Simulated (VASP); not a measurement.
Set up this calculation in VASP 6.6.1, as the native input.

| Property | Result |
| --- | --- |
| Task | single point |
| Functional | PBE |
| Potentials or basis | VASP PAW PBE potentials, release 64 (K_sv, Mg, F) |
| Cutoff | 520 eV |
| k mesh | 6 × 6 × 6 |
| Occupations | gaussian, width 0.05 eV |
| Spin | no spin polarisation |
| Dipole correction | no |
| Further INCAR settings | ALGO = Normal; EDIFF = 1e-07; NBANDS = 24 |

The structure of KMgF3 lies in POSCAR:

```
KMgF3
1.0
    3.6670280000      0.0000000000      0.0000000000
    0.0000000000      3.6670280000      0.0000000000
    0.0000000000      0.0000000000      4.3047720000
K Mg F
1 1 3
Direct
    0.5000000000      0.5000000000      0.5000000000
    0.0000000000      0.0000000000      0.0000000000
    0.5000000000      0.0000000000      0.0000000000
    0.0000000000      0.5000000000      0.0000000000
    0.0000000000      0.0000000000      0.5000000000
```

This cell differs from its parent crystal: strain -0.080 along x and y, +0.080 along z.

The input as run:

INCAR

```
PREC = Accurate
ENCUT = 520
EDIFF = 1E-7
ISMEAR = 0
SIGMA = 0.05
LREAL = False
LASPH = True
NELM = 80
ALGO = Normal
ISIF = 2
LWAVE = False
LCHARG = True
GGA = PE
LELF = True
LVHAR = True
NBANDS = 24
```

KPOINTS

```
regular mesh
0
Gamma
  6 6 6
```

Potentials or basis: VASP PAW PBE potentials, release 64 (K_sv, Mg, F).

Run with:

```sh
$ cat potpaw_PBE.64/K_sv/POTCAR potpaw_PBE.64/Mg/POTCAR potpaw_PBE.64/F/POTCAR > POTCAR
$ mpirun -np 1 vasp_std > vasp.out
```

Results of the run:

```yaml
Pressure: 16.4 GPa
Band_gap_on_the_k_mesh: 7.77 eV (least direct gap 8.19 eV)
```

Caveat: the cell differs from its parent crystal (strain -0.080 along x and y, +0.080 along z); the cell stands under pressure.

Wall time 57 s on 1 thread of Intel(R) Xeon(R) Platinum 8259CL CPU @ 2.50GHz (Skylake/Cascade Lake), with other jobs on the host, peak memory 0.2 GiB.
